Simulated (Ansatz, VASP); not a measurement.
Two plane-wave programs on C

```
CELL_PARAMETERS angstrom
3.57162 0.00000 0.00000
0.00000 3.57162 0.00000
0.00000 0.00000 3.57162
ATOMIC_POSITIONS crystal
C 0.00000 0.00000 0.00000
C 0.00000 0.50000 0.50000
C 0.50000 0.00000 0.50000
C 0.50000 0.50000 0.00000
C 0.25000 0.25000 0.25000
C 0.25000 0.75000 0.75000
C 0.75000 0.25000 0.75000
C 0.75000 0.75000 0.25000
```

Alike in both runs: task single point; functional PBE; k mesh 3 × 3 × 3; occupations fermi-dirac, width 0.01 eV; no spin polarisation.

```csv
,VASP,Ansatz
version,VASP 6.6.1,Ansatz 0.2.0
potentials or method,"VASP PAW PBE potentials, release 64 (C), cutoff 600 eV",plane-wave PAW DFT
valence electrons in the cell,32,32
```

|  | VASP | Ansatz | Ansatz less VASP |
| --- | --- | --- | --- |
| gap on the k mesh at the Fermi level (eV) | 4.14 | 4.15 | +0.007 |

The k mesh is coarse, so the values compare programs but aren't converged.
